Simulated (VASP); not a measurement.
# SnH2 (P1) in VASP: single point with PBE

Aim: the single point of SnH2 with PBE.

Everything below comes from runs of VASP 6.6.1. Logs are shortened: lines on timing, memory, paths and dates and some standing lists are left out, and cuts for length are marked.

## Step 1: The cell of the first run

The typed cell holds 6 atoms: a = 3.038 Å, b = 3.222 Å, c = 17.408 Å, α = 91.17°, β = 90.60°, γ = 118.13°.

## Step 2: Single point, PBE

The input, INCAR:

```
SYSTEM = SnH2
ALGO = Normal ; EDIFF = 1E-6
ENCUT = 520 ; GGA = PE
ISIF = 2 ; ISMEAR = 0
LASPH = .True. ; LCHARG = .False.
LREAL = .False. ; LWAVE = .False.
NBANDS = 25 ; NELM = 80
PREC = Accurate ; SIGMA = 0.1
```

The input, KPOINTS:

```
k-points
0
Gamma
  12 12 2
  0 0 0
```

The input, POSCAR:

```
SnH2
1.0
    3.0381872731     -0.0004465410     -0.0002803464
   -1.5186268538      2.8411297261      0.0002193354
   -0.1802886605     -0.5005164664     17.3998456943
Sn H
2 4
Direct
    0.0164962973      0.0351912187      0.0005459979
    0.9820795267      0.9514628278      0.4994770652
    0.8959861351      0.9456099558      0.2349266930
    0.9746214938      0.0724266878      0.7346140811
    0.0999086528      0.0523477927      0.2651234569
    0.0309078943      0.9429615171      0.7653127058
```

Potentials or basis: VASP PAW PBE potentials, release 64 (Sn_d, H).

The run is started by

```
$ cat potpaw_PBE.64/Sn_d/POTCAR potpaw_PBE.64/H/POTCAR > POTCAR
$ mpirun -np 1 vasp_std > vasp.out
```

OUTCAR:

```text
SYSTEM = SnH2
   EDIFF = 1E-6
   ENCUT = 520
   GGA = PE
   ISIF = 2
   ISMEAR = 0
   LASPH = .True.
   LREAL = .False.
   NELM = 80
   PREC = Accurate

 ion  position               nearest neighbor table
   1  0.016  0.035  0.001-
   2  0.982  0.951  0.499-
   3  0.896  0.946  0.235-   5 0.75
   4  0.975  0.072  0.735-   6 0.75
   5  0.100  0.052  0.265-   3 0.75
   6  0.031  0.943  0.765-   4 0.75

  LATTYP: Found a triclinic cell.
 ALAT       =     3.2215748990
 B/A-ratio  =     0.9430751772
 C/A-ratio  =     5.4035610508
 COS(alpha) =     0.0104446746
 COS(beta)  =     0.0302567137
 COS(gamma) =     0.4715528700

  Lattice vectors:

 A1 = (   1.5195604193,   2.8406831851,  -0.0000610110)
 A2 = (   3.0381872731,  -0.0004465410,  -0.0002803464)
 A3 = (   0.1802886605,   0.5005164664, -17.3998456943)

Analysis of symmetry for initial positions (statically):
=====================================================================
 Subroutine PRICEL returns:
 Original cell was already a primitive cell.

 Routine SETGRP: Setting up the symmetry group for a
 triclinic supercell.

 Subroutine GETGRP returns: Found  1 space group operations
 (whereof  1 operations were pure point group operations)
 out of a pool of  2 trial point group operations.

The static configuration has the point symmetry C_1 .

Analysis of symmetry for dynamics (positions and initial velocities):
=====================================================================
 Subroutine PRICEL returns:
 Original cell was already a primitive cell.

 Routine SETGRP: Setting up the symmetry group for a
 triclinic supercell.

 Subroutine GETGRP returns: Found  1 space group operations
 (whereof  1 operations were pure point group operations)
 out of a pool of  2 trial point group operations.

The dynamic configuration has the point symmetry C_1 .

 Subroutine INISYM returns: Found  1 space group operations
 (whereof  1 operations are pure point group operations),
 and found     1 'primitive' translations

----------------------------------------------------------------------------------------

                                     Primitive cell

  volume of cell :     150.1816

  direct lattice vectors                    reciprocal lattice vectors
     3.038187273 -0.000446541 -0.000280346     0.329170276  0.175945842  0.008471883
    -1.518626854  2.841129726  0.000219335     0.000052670  0.352000036  0.010126027
    -0.180288661 -0.500516466 17.399845694     0.000005303 -0.000001602  0.057471783

  length of vectors
     3.038187319  3.221528471 17.407976646     0.373338697  0.352145658  0.057471783

  position of ions in fractional coordinates (direct lattice)
     0.016496297  0.035191219  0.000545998
     0.982079527  0.951462828  0.499477065
     0.895986135  0.945609956  0.234926693
     0.974621494  0.072426688  0.734614081
     0.099908653  0.052347793  0.265123457
     0.030907894  0.942961517  0.765312706

  ion indices of the primitive-cell ions
   primitive index   ion index
                 1           1
                 2           2
                 3           3
                 4           4
                 5           5
                 6           6

----------------------------------------------------------------------------------------

 KPOINTS: k-points

Automatic generation of k-mesh.
 Grid dimensions read from file:
 generate k-points for:   12   12    2

 Generating k-lattice:

  Cartesian coordinates                     Fractional coordinates (reciprocal lattice)
     0.027430856  0.014662153  0.000705990     0.083333333  0.000000000 -0.000000000
     0.000004389  0.029333336  0.000843836     0.000000000  0.083333333  0.000000000
     0.000002651 -0.000000801  0.028735891     0.000000000  0.000000000  0.500000000

  Length of vectors
     0.031111558  0.029345471  0.028735892

  Shift w.r.t. Gamma in fractional coordinates (k-lattice)
     0.000000000  0.000000000  0.000000000

 Subroutine IBZKPT returns following result:
 ===========================================

 Found    148 irreducible k-points:

 Following reciprocal coordinates:
            Coordinates               Weight
  0.000000  0.000000  0.000000      1.000000
  0.083333 -0.000000 -0.000000      2.000000
  0.166667 -0.000000 -0.000000      2.000000
  0.250000 -0.000000 -0.000000      2.000000
  0.333333  0.000000 -0.000000      2.000000
  0.416667 -0.000000 -0.000000      2.000000
[... 16 lines left out ...]
  0.250000  0.166667  0.000000      2.000000
  0.333333  0.166667 -0.000000      2.000000
 [... further k-points ...]
   k-points           NKPTS =    148   k-points in BZ     NKDIM =    148   number of bands    NBANDS=     25
   number of dos      NEDOS =    301   number of ions     NIONS =      6
   total plane-waves  NPLWV =  80640
   dimension x,y,z NGX =    24 NGY =   24 NGZ =  140
   dimension x,y,z NGXF=    48 NGYF=   48 NGZF=  280
   ions per type =               2   4
   NGX,Y,Z   is equivalent  to a cutoff of  13.13, 12.39, 13.37 a.u.
   NGXF,Y,Z  is equivalent  to a cutoff of  26.27, 24.77, 26.74 a.u.
 SYSTEM =  SnH2
   PREC   = accura    normal or accurate (medium, high low for compatibility)
   ISTART =      0    job   : 0-new  1-cont  2-samecut
   ICHARG =      2    charge: 1-file 2-atom 10-const
   ISPIN  =      1    spin polarized calculation?
   LNONCOLLINEAR =      F non collinear calculations
   LSORBIT =      F    spin-orbit coupling
   LASPH  =      T    aspherical Exc in radial PAW
   ENCUT  =  520.0 eV  38.22 Ry    6.18 a.u.   5.65  5.99 32.37*2*pi/ulx,y,z
   NELM   =     80;   NELMIN=  2; NELMDL= -5     # of ELM steps
   EDIFF  = 0.1E-05   stopping-criterion for ELM
   LREAL  =      F    real-space projection
   EDIFFG = 0.1E-04   stopping-criterion for IOM
   NSW    =      0    number of steps for IOM
   IBRION =     -1    ionic relax: 0-MD 1-quasi-New 2-CG
   NFREE  =      0    steps in history (QN), initial steepest desc. (CG)
   ISIF   =      2    stress and relaxation
   ISYM   =      2    0-nonsym 1-usesym 2-fastsym
   POTIM  = 0.5000    time-step for ionic-motion
   TEBEG  =    0.0;   TEEND  =   0.0 temperature during run
   PSTRESS=    0.0 pullay stress
   NELECT =      32.0000    total number of electrons
   NUPDOWN=      -1.0000    fix difference up-down
   EMIN   =  10.00;   EMAX   =-10.00  energy-range for DOS
   EFERMI =   0.00;   METHOD = LEGACY
   ISMEAR =     0;   SIGMA  =   0.10  broadening in eV -4-tet -1-fermi 0-gaus
   EFERMI_NEDOS =   21; number of points for ismear=-14 and -15
   IALGO  =     38    algorithm
   IMIX   =      4    mixing-type and parameters
     AMIX     =   0.40;   BMIX     =  1.00
     AMIX_MAG =   1.60;   BMIX_MAG =  1.00
  volume/ion in A,a.u.               =      25.03       168.91
  Fermi-wavevector in a.u.,A,eV,Ry     =   0.977806  1.847785 13.008584  0.956104
  Thomas-Fermi vector in A             =   2.108532
   LORBIT       =      0    0 simple, 1 ext, 2 COOP (PROOUT), +10 PAW based schemes
   GGA     = PE    functional components
   LHFCALC =     F    Hartree Fock is set to
   AEXX    =    0.0000 exact exchange contribution
   IVDW    =     0    specifies the selected vdW correction
   LEPSILON=     F    determine dielectric tensor
   LRPA    =     F    only Hartree local field effects (RPA)
 non-spin polarized calculation
 Gauss-broadening in eV      SIGMA  =   0.10
  energy-cutoff  :      520.00
  volume of cell :      150.18
 maximum number of plane-waves:      4108
   NGX = 11   NGY = 11   NGZ = 65

 number of electron      32.0000000 magnetization

 Free energy of the ion-electron system (eV)
  ---------------------------------------------------
  ext. energy  EPLUGINS =         0.00000000
  ---------------------------------------------------
  free energy    TOTEN  =       -20.18219728 eV

  energy without entropy =      -20.17916312  energy(sigma->0) =      -20.18068020

 E-fermi :   0.6160     XC(G=0):  -6.4560

 val. band max:        0.5165720762   @ k =  -0.0000   0.3333  -0.0000
 cond. band min:       0.7094413607   @ k =  -0.4167   0.1667   0.5000
 fundamental gap:      0.1928692845
 Fermi energy:         0.6160113788

 k-point     1 :       0.0000    0.0000    0.0000
  band No.  band energies     occupation
      1     -21.0368      2.00000
      2     -21.0367      2.00000
      3     -20.9557      2.00000
      4     -20.9557      2.00000
      5     -20.8683      2.00000
      6     -20.8683      2.00000
[... 17 lines left out ...]
     24      10.5757      0.00000
     25      10.5765      0.00000

 k-point     2 :       0.0833   -0.0000   -0.0000
  band No.  band energies     occupation
      1     -21.0163      2.00000
      2     -21.0163      2.00000
      3     -20.9480      2.00000
      4     -20.9480      2.00000
      5     -20.8701      2.00000
      6     -20.8701      2.00000
[... 17 lines left out ...]
     24       9.1933      0.00000
     25       9.3594      0.00000

 k-point     3 :       0.1667   -0.0000   -0.0000
  band No.  band energies     occupation
      1     -20.9671      2.00000
      2     -20.9671      2.00000
      3     -20.9352      2.00000
      4     -20.9352      2.00000
      5     -20.8599      2.00000
      6     -20.8599      2.00000
[... 552 lines left out ...]
 k-point    23 :       0.2500    0.1667    0.0000
  band No.  band energies     occupation
      1     -20.9297      2.00000
      2     -20.9297      2.00000
      3     -20.8923      2.00000
      4     -20.8922      2.00000
      5     -20.8903      2.00000
      6     -20.8903      2.00000
[... 17 lines left out ...]
     24       7.4633      0.00000
     25       8.7504      0.00000

 k-point    24 :       0.3333    0.1667   -0.0000
  band No.  band energies     occupation
      1     -20.9451      2.00000
      2     -20.9451      2.00000
      3     -20.9149      2.00000
      4     -20.9149      2.00000
      5     -20.8512      2.00000
      6     -20.8511      2.00000
[... 17 lines left out ...]
     24       7.1221      0.00000
     25       7.8547      0.00000

 [... further k-points ...]

------------------------ aborting loop because EDIFF is reached ----------------------------------------

  FORCE on cell =-STRESS in cart. coord.  units (eV):
  Direction    XX          YY          ZZ          XY          YZ          ZX
  --------------------------------------------------------------------------------------
  -------------------------------------------------------------------------------------
  Total       -0.0931088     -0.1060277     -0.0505308     -0.0017781      0.0029949     -0.0139582
  in kB       -0.9933090     -1.1311318     -0.5390763     -0.0189688      0.0319503     -0.1489101
  external PRESSURE =      -0.8878390 kB  Pullay stress =       0.0000000 kB

 VOLUME and BASIS-vectors are now :
 -----------------------------------------------------------------------------
  energy-cutoff  :      520.00
  volume of cell :      150.18
      direct lattice vectors                 reciprocal lattice vectors
     3.038187273 -0.000446541 -0.000280346     0.329170276  0.175945842  0.008471883
    -1.518626854  2.841129726  0.000219335     0.000052670  0.352000036  0.010126027
    -0.180288661 -0.500516466 17.399845694     0.000005303 -0.000001602  0.057471783

 POSITION                                       TOTAL-FORCE (eV/Angst)
 -----------------------------------------------------------------------------------
     -0.00342      0.09970      0.00950        -0.000013      0.000599     -0.000468
      1.44877      2.45279      8.69076         0.000012     -0.000195      0.000241
      1.24379      2.56862      4.08764         0.006167      0.003584      0.007063
      2.71865     -0.16235     12.78191         0.002689     -0.005731      0.007874
      0.17625      0.01598      4.61309        -0.006130     -0.003803     -0.006939
     -1.47608      2.29601     13.31652        -0.002724      0.005547     -0.007770
 -----------------------------------------------------------------------------------
    total drift:                               -0.000045      0.000802     -0.000417

  FREE ENERGIE OF THE ION-ELECTRON SYSTEM (eV)
  ---------------------------------------------------
  free  energy   TOTEN  =       -20.1821972816 eV

  energy  without entropy=      -20.1791631155  energy(sigma->0) =      -20.18068020
```

Wall time 5.9 min (1 thread of Intel Xeon Platinum 8175M at 2.50GHz (Skylake/Cascade Lake), shared host); peak memory 0.58 GiB.

What came out:

| Item | Value |
| --- | --- |
| Free energy | -20.1822 eV |
| Pressure | -0.1 GPa |
| Largest force | 0.010 eV/Å |
| Band gap on the k mesh | zero (bands 16 and 17 overlap by 1.91 eV) |

Forces on the atoms (eV/Å):
```
Sn   0.000  0.001  0.000
Sn   0.000  0.000  0.000
H    0.006  0.004  0.007
H    0.003 -0.006  0.008
H   -0.006 -0.004 -0.007
H   -0.003  0.006 -0.008
```

Levels at points of the mesh, in eV from the Fermi level:
```csv
k point,band 13,band 14,band 15,band 16,band 17,band 18,band 19,band 20
"(0.00, 0.00, 0.00)",-6.83,-6.81,-2.22,-2.12,2.75,4.08,4.38,6.82
"(0.50, 0.00, 0.00)",-4.84,-4.83,-3.51,-3.51,1.94,2.00,4.15,4.49
"(0.00, 0.50, 0.00)",-5.77,-5.70,-3.68,-3.68,1.27,1.33,4.03,4.63
"(0.50, 0.50, 0.00)",-4.84,-4.83,-3.51,-3.51,1.94,2.00,4.25,4.49
"(0.00, 0.00, 0.50)",-6.83,-6.81,-2.17,-2.17,3.15,3.16,5.69,5.70
"(0.50, 0.00, 0.50)",-4.84,-4.84,-3.51,-3.51,1.97,1.97,4.17,4.49
"(0.00, 0.50, 0.50)",-5.73,-5.72,-3.68,-3.68,1.30,1.30,4.15,4.24
"(0.50, 0.50, 0.50)",-4.84,-4.84,-3.51,-3.51,1.97,1.97,4.28,4.49
```

Caveat: spin-orbit coupling is left out, which moves the levels of the heavy elements.

The gap in the log of VASP goes by the Fermi energy; the results here count the filled bands.